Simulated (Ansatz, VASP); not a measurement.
# BN in VASP and in Ansatz

File INCAR:

```
ALGO = Normal ; EDIFF = 1E-6
ENCUT = 520 ; GGA = PS
ISIF = 2 ; ISMEAR = 0
LASPH = True ; LCHARG = False
LREAL = False ; LWAVE = False
NBANDS = 16 ; NELM = 80
PREC = Accurate ; SIGMA = 0.05
```

KPOINTS

```
k-points
0
Gamma
  12 12 4
```

POSCAR

```
BN
1.0
    2.4437761764      0.0000000000      0.0000000000
   -1.2218880882      2.1163722499      0.0000000000
    0.0000000000      0.0000000000      7.5607991121
B N
2 2
Direct
    0.3333333333      0.6666666667      0.2500000000
    0.6666666667      0.3333333333      0.7500000000
    0.3333333333      0.6666666667      0.7500000000
    0.6666666667      0.3333333333      0.2500000000
```

Input for Ansatz:

```yaml
crystal:
  lattice:
    - [2.4437761764, 0.0, 0.0]
    - [-1.2218880882, 2.1163722499, 0.0]
    - [0.0, 0.0, 7.5607991121]
  atoms:
    - { symbol: B, position: [0.3333333333, 0.6666666667, 0.25] }
    - { symbol: B, position: [0.6666666667, 0.3333333333, 0.75] }
    - { symbol: "N", position: [0.3333333333, 0.6666666667, 0.75] }
    - { symbol: "N", position: [0.6666666667, 0.3333333333, 0.25] }
basis:
  ecutwfc: 520.0
kpoints:
  mp_grid: { grid: [12, 12, 4] }
hamiltonian:
  xc: pbesol
  pseudopotentials: { kind: paw, azcp: { folder: soft_1 } }
scf:
  occupations: { method: gaussian, width: 0.05 }
output:
  forces: true
  stress: true
  eigenvalues: true
```

Alike in both runs: task single point; functional PBEsol; k mesh 12 × 12 × 4; occupations gaussian, width 0.05 eV; no spin polarisation.

|  | VASP | Ansatz |
| --- | --- | --- |
| version | VASP 6.6.1 | Ansatz 0.2.0 |
| potentials or method | VASP PAW PBE potentials, release 64 (B, N), cutoff 520 eV | scalar-relativistic, plane waves, PAW |
| valence electrons in the cell | 16 | 16 |

```tsv
	VASP	Ansatz	Ansatz less VASP
gap on the k mesh at the Fermi level (eV)	4.45	4.46	+0.006
least direct gap on the mesh (eV)	4.80	4.80	+0.003
pressure (GPa)	17.4	17.0	-0.44
traceless stress, the component that is largest in VASP (GPa)	-17.84	-17.26	+0.585
```

VASP's potentials were made for PBE, not for PBEsol, and Ansatz warns of the same on its side.
